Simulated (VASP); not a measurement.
# Os (P6_3/mmc) in VASP: single point with r2SCAN

Aim: the single point of Os with r2SCAN.

Everything below comes from runs of VASP 6.6.1. Logs are shortened: lines on timing, memory, paths and dates and some standing lists are left out, and cuts for length are marked.

## (1) The cell of the first run

It takes space group P6_3/mmc (No. 194, hexagonal). The conventional cell has a = 2.739 Å, b = 2.739 Å, c = 4.314 Å, α = 90.00°, β = 90.00°, γ = 120.00°. Within 3.5 Å of Os (site symmetry -6m2) lie 12 Os at 2.67 to 2.74 Å.

## (2) Single point, r2SCAN

The input, POSCAR:

```
Os
1.0
    2.7393806305      0.0000000000      0.0000000000
   -1.3696903153      2.3723732167      0.0000000000
    0.0000000000      0.0000000000      4.3138179171
Os
2
Direct
    0.3333333333      0.6666666667      0.2500000000
    0.6666666667      0.3333333333      0.7500000000
```

The input, INCAR.step1:

```
  PREC = Accurate
  ENCUT = 520
  ISMEAR = -1
  SIGMA = 0.1
  LREAL = False
  LASPH = True
  NELM = 80
  NBANDS = 15
  GGA = PE
  ALGO = Normal
  EDIFF = 1E-4
  LWAVE = True
  LCHARG = False
```

The input, INCAR.step2:

```
  PREC = Accurate
  ENCUT = 520
  EDIFF = 1E-7
  ISMEAR = -1
  SIGMA = 0.1
  LREAL = False
  LASPH = True
  NELM = 80
  ALGO = Normal
  ISIF = 2
  LWAVE = False
  LCHARG = False
  METAGGA = R2SCAN
  LMIXTAU = True
  NBANDS = 15
  ISTART = 1
```

The input, KPOINTS:

```
regular mesh
0
Gamma
  22 22 12
```

Potentials or basis: VASP PAW PBE potentials, release 64 (Os).

The run is started by

```bash
$ cat potpaw_PBE.64/Os/POTCAR > POTCAR
$ cp INCAR.step1 INCAR
$ mpirun -np 1 vasp_std > vasp.out
$ cp INCAR.step2 INCAR
$ mpirun -np 1 vasp_std > vasp.out
```

OUTCAR:

```text
PREC = Accurate
   ENCUT = 520
   EDIFF = 1E-7
   ISMEAR = -1
   LREAL = False
   LASPH = True
   NELM = 80
   ISIF = 2
   METAGGA = R2SCAN
   ISTART = 1

 ion  position               nearest neighbor table
   1  0.333  0.667  0.250-   2 2.67   2 2.67   2 2.67   2 2.67   2 2.67   2 2.67
   2  0.667  0.333  0.750-   1 2.67   1 2.67   1 2.67   1 2.67   1 2.67   1 2.67

  LATTYP: Found a hexagonal cell.
 ALAT       =     2.7393806305
 C/A-ratio  =     1.5747420673

  Lattice vectors:

 A1 = (   2.7393806305,   0.0000000000,   0.0000000000)
 A2 = (  -1.3696903153,   2.3723732167,   0.0000000000)
 A3 = (   0.0000000000,   0.0000000000,   4.3138179171)

Analysis of symmetry for initial positions (statically):
=====================================================================
 Subroutine PRICEL returns:
 Original cell was already a primitive cell.

 Routine SETGRP: Setting up the symmetry group for a
 hexagonal supercell.

 Subroutine GETGRP returns: Found 24 space group operations
 (whereof 12 operations were pure point group operations)
 out of a pool of 24 trial point group operations.

The static configuration has the point symmetry D_3d.
 The point group associated with its full space group is D_6h.

Analysis of symmetry for dynamics (positions and initial velocities):
=====================================================================
 Subroutine PRICEL returns:
 Original cell was already a primitive cell.

 Routine SETGRP: Setting up the symmetry group for a
 hexagonal supercell.

 Subroutine GETGRP returns: Found 24 space group operations
 (whereof 12 operations were pure point group operations)
 out of a pool of 24 trial point group operations.

The dynamic configuration has the point symmetry D_3d.
 The point group associated with its full space group is D_6h.

 Subroutine INISYM returns: Found 24 space group operations
 (whereof 12 operations are pure point group operations),
 and found     1 'primitive' translations

----------------------------------------------------------------------------------------

                                     Primitive cell

  volume of cell :      28.0348

  direct lattice vectors                    reciprocal lattice vectors
     2.739380630  0.000000000  0.000000000     0.365046021  0.210759419  0.000000000
    -1.369690315  2.372373217  0.000000000     0.000000000  0.421518837  0.000000000
     0.000000000  0.000000000  4.313817917     0.000000000  0.000000000  0.231813215

  length of vectors
     2.739380630  2.739380631  4.313817917     0.421518837  0.421518837  0.231813215

  position of ions in fractional coordinates (direct lattice)
     0.333333333  0.666666667  0.250000000
     0.666666667  0.333333333  0.750000000

  ion indices of the primitive-cell ions
   primitive index   ion index
                 1           1
                 2           2

----------------------------------------------------------------------------------------

 KPOINTS: regular mesh

Automatic generation of k-mesh.
 Grid dimensions read from file:
 generate k-points for:   22   22   12

 Generating k-lattice:

  Cartesian coordinates                     Fractional coordinates (reciprocal lattice)
     0.016593001  0.009579974  0.000000000     0.045454545  0.000000000  0.000000000
     0.000000000  0.019159947  0.000000000     0.000000000  0.045454545  0.000000000
     0.000000000  0.000000000  0.019317768     0.000000000  0.000000000  0.083333333

  Length of vectors
     0.019159947  0.019159947  0.019317768

  Shift w.r.t. Gamma in fractional coordinates (k-lattice)
     0.000000000  0.000000000  0.000000000

 Subroutine IBZKPT returns following result:
 ===========================================

 Found    364 irreducible k-points:

 Following reciprocal coordinates:
            Coordinates               Weight
  0.000000  0.000000  0.000000      1.000000
  0.045455 -0.000000  0.000000      6.000000
  0.090909 -0.000000  0.000000      6.000000
  0.136364  0.000000  0.000000      6.000000
  0.181818 -0.000000  0.000000      6.000000
  0.227273  0.000000  0.000000      6.000000
[... 16 lines left out ...]
  0.090909  0.090909  0.000000      6.000000
  0.136364  0.090909  0.000000     12.000000
 [... further k-points ...]
   k-points           NKPTS =    364   k-points in BZ     NKDIM =    364   number of bands    NBANDS=     15
   number of dos      NEDOS =    301   number of ions     NIONS =      2
   total plane-waves  NPLWV =  12800
   dimension x,y,z NGX =    20 NGY =   20 NGZ =   32
   dimension x,y,z NGXF=    40 NGYF=   40 NGZF=   64
   ions per type =               2
   NGX,Y,Z   is equivalent  to a cutoff of  12.14, 12.14, 12.33 a.u.
   NGXF,Y,Z  is equivalent  to a cutoff of  24.27, 24.27, 24.66 a.u.
 SYSTEM =  unknown system
   PREC   = accura    normal or accurate (medium, high low for compatibility)
   ISTART =      1    job   : 0-new  1-cont  2-samecut
   ICHARG =      0    charge: 1-file 2-atom 10-const
   ISPIN  =      1    spin polarized calculation?
   LNONCOLLINEAR =      F non collinear calculations
   LSORBIT =      F    spin-orbit coupling
   LASPH  =      T    aspherical Exc in radial PAW
   ENCUT  =  520.0 eV  38.22 Ry    6.18 a.u.   5.09  5.09  8.02*2*pi/ulx,y,z
   NELM   =     80;   NELMIN=  2; NELMDL=  0     # of ELM steps
   EDIFF  = 0.1E-06   stopping-criterion for ELM
   LREAL  =      F    real-space projection
   EDIFFG = 0.1E-05   stopping-criterion for IOM
   NSW    =      0    number of steps for IOM
   IBRION =     -1    ionic relax: 0-MD 1-quasi-New 2-CG
   NFREE  =      0    steps in history (QN), initial steepest desc. (CG)
   ISIF   =      2    stress and relaxation
   ISYM   =      2    0-nonsym 1-usesym 2-fastsym
   POTIM  = 0.5000    time-step for ionic-motion
   TEBEG  =    0.0;   TEEND  =   0.0 temperature during run
   PSTRESS=    0.0 pullay stress
   NELECT =      16.0000    total number of electrons
   NUPDOWN=      -1.0000    fix difference up-down
   EMIN   =  10.00;   EMAX   =-10.00  energy-range for DOS
   EFERMI =   0.00;   METHOD = LEGACY
   ISMEAR =    -1;   SIGMA  =   0.10  broadening in eV -4-tet -1-fermi 0-gaus
   EFERMI_NEDOS =   21; number of points for ismear=-14 and -15
   IALGO  =     38    algorithm
   IMIX   =      4    mixing-type and parameters
     AMIX     =   0.40;   BMIX     =  1.00
     AMIX_MAG =   1.60;   BMIX_MAG =  1.00
  volume/ion in A,a.u.               =      14.02        94.59
  Fermi-wavevector in a.u.,A,eV,Ry     =   1.357946  2.566145 25.089370  1.844017
  Thomas-Fermi vector in A             =   2.484821
   LORBIT       =      0    0 simple, 1 ext, 2 COOP (PROOUT), +10 PAW based schemes
   METAGGA = R2SCAN    functional components
   LHFCALC =     F    Hartree Fock is set to
   AEXX    =    0.0000 exact exchange contribution
   IVDW    =     0    specifies the selected vdW correction
   LEPSILON=     F    determine dielectric tensor
   LRPA    =     F    only Hartree local field effects (RPA)
 non-spin polarized calculation
  energy-cutoff  :      520.00
  volume of cell :       28.03
 maximum number of plane-waves:       772
   NGX = 11   NGY = 11   NGZ = 17

 number of electron      15.9999999 magnetization

 Free energy of the ion-electron system (eV)
  ---------------------------------------------------
  ext. energy  EPLUGINS =         0.00000000
  ---------------------------------------------------
  free energy    TOTEN  =      -106.02808154 eV

  energy without entropy =     -105.99144407  energy(sigma->0) =     -106.00976280

 E-fermi :   9.2436     XC(G=0): -15.3776

 val. band max:        9.2430585739   @ k =   0.4545   0.0455   0.3333
 cond. band min:       9.2449924327   @ k =   0.2727  -0.0000   0.0000
 fundamental gap:      0.0019338589
 Fermi energy:         9.2436128692

 k-point     1 :       0.0000    0.0000    0.0000
  band No.  band energies     occupation
      1      -2.1838      2.00000
      2       1.1175      2.00000
      3       6.0622      2.00000
      4       6.0622      2.00000
      5       6.3700      2.00000
      6       6.9361      2.00000
      7       6.9361      2.00000
      8       7.5621      2.00000
      9       7.5621      2.00000
     10       9.2779      0.83038
     11      10.9729      0.00000
     12      10.9729      0.00000
     13      18.8147      0.00000
     14      23.9971      0.00000
     15      26.8570      0.00000

 k-point     2 :       0.0455   -0.0000    0.0000
  band No.  band energies     occupation
      1      -2.0960      2.00000
      2       1.1954      2.00000
      3       5.8412      2.00000
      4       6.1387      2.00000
      5       6.5666      2.00000
      6       6.8822      2.00000
      7       7.0075      2.00000
      8       7.4635      2.00000
      9       7.4992      2.00000
     10       8.7983      1.97698
     11      11.0169      0.00000
     12      11.5749      0.00000
     13      18.8090      0.00000
     14      24.1783      0.00000
     15      26.9712      0.00000

 k-point     3 :       0.0909   -0.0000    0.0000
  band No.  band energies     occupation
      1      -1.8377      2.00000
      2       1.4190      2.00000
      3       5.4876      2.00000
      4       6.3665      2.00000
      5       6.7055      2.00000
      6       6.8951      2.00000
      7       7.0822      2.00000
      8       7.2191      2.00000
      9       7.3260      2.00000
     10       8.1521      1.99996
     11      11.1347      0.00000
     12      12.6775      0.00000
     13      18.7822      0.00000
     14      24.6892      0.00000
     15      27.2884      0.00000

 k-point     4 :       0.1364    0.0000    0.0000
  band No.  band energies     occupation
      1      -1.4235      2.00000
      2       1.7539      2.00000
      3       5.1180      2.00000
      4       6.3765      2.00000
      5       6.4951      2.00000
      6       6.7392      2.00000
      7       7.0777      2.00000
      8       7.2442      2.00000
      9       7.5642      2.00000
     10       7.7705      2.00000
     11      11.2945      0.00000
     12      13.9007      0.00000
     13      18.7151      0.00000
     14      25.3907      0.00000
     15      27.6728      0.00000
[... 307 lines left out ...]
 k-point    22 :       0.4545    0.0455    0.0000
  band No.  band energies     occupation
      1       1.7789      2.00000
      2       1.9695      2.00000
      3       2.5293      2.00000
      4       5.4968      2.00000
      5       6.0581      2.00000
      6       6.5356      2.00000
      7       7.2958      2.00000
      8      11.2914      0.00000
      9      11.7178      0.00000
     10      11.9995      0.00000
     11      13.5596      0.00000
     12      15.5563      0.00000
     13      19.0894      0.00000
     14      21.0982      0.00000
     15      21.7477      0.00000

 k-point    23 :       0.0909    0.0909    0.0000
  band No.  band energies     occupation
      1      -1.1813      2.00000
      2       1.9501      2.00000
      3       4.9022      2.00000
      4       6.0972      2.00000
      5       6.4207      2.00000
      6       6.7244      2.00000
      7       7.0031      2.00000
      8       7.2798      2.00000
      9       7.7956      2.00000
     10       7.8740      2.00000
     11      11.3297      0.00000
     12      14.5088      0.00000
     13      18.6697      0.00000
     14      25.7234      0.00000
     15      28.0124      0.00000

 k-point    24 :       0.1364    0.0909    0.0000
  band No.  band energies     occupation
      1      -0.6477      2.00000
      2       2.3237      2.00000
      3       4.5723      2.00000
      4       5.3830      2.00000
      5       6.2389      2.00000
      6       6.4202      2.00000
      7       7.5433      2.00000
      8       7.5869      2.00000
      9       7.6357      2.00000
     10       8.4236      1.99945
     11      11.4490      0.00000
     12      15.6713      0.00000
     13      18.5533      0.00000
     14      25.8476      0.00000
     15      27.1285      0.00000

 [... further k-points ...]
[... 5 lines left out ...]
  --------------------------------------------------------------------------------------
  -------------------------------------------------------------------------------------
  Total        0.1241845      0.1241845      0.2862850     -0.0000000     -0.0000000      0.0000000
  in kB        7.0970972      7.0970972     16.3610821     -0.0000000     -0.0000000      0.0000000
  external PRESSURE =      10.1850921 kB  Pullay stress =       0.0000000 kB

 VOLUME and BASIS-vectors are now :
 -----------------------------------------------------------------------------
  energy-cutoff  :      520.00
  volume of cell :       28.03
      direct lattice vectors                 reciprocal lattice vectors
     2.739380630  0.000000000  0.000000000     0.365046021  0.210759419  0.000000000
    -1.369690315  2.372373217  0.000000000     0.000000000  0.421518837  0.000000000
     0.000000000  0.000000000  4.313817917     0.000000000  0.000000000  0.231813215

 POSITION                                       TOTAL-FORCE (eV/Angst)
 -----------------------------------------------------------------------------------
     -0.00000      1.58158      1.07845        -0.000000     -0.000000      0.000000
      1.36969      0.79079      3.23536         0.000000      0.000000      0.000000
 -----------------------------------------------------------------------------------
    total drift:                               -0.000000      0.000000     -0.000000

  FREE ENERGIE OF THE ION-ELECTRON SYSTEM (eV)
  ---------------------------------------------------
  free  energy   TOTEN  =      -106.0280815361 eV

  energy  without entropy=     -105.9914440663  energy(sigma->0) =     -106.00976280
```

It took 4.6 min on 1 thread of Intel Xeon Platinum 8488C (Sapphire Rapids), shared host; peak memory 0.25 GiB.

Results:

```yaml
Free_energy: -106.0281 eV
Pressure: 1.0 GPa
Band_gap_on_the_k_mesh: zero (band 8 reaches 11.37 eV, above the bottom of band 9 at 7.31 eV)
```

Caveat: the PAW data sets were made with another functional, which shifts forces and pressure a little; spin-orbit coupling is left out, which moves the levels of the heavy elements.
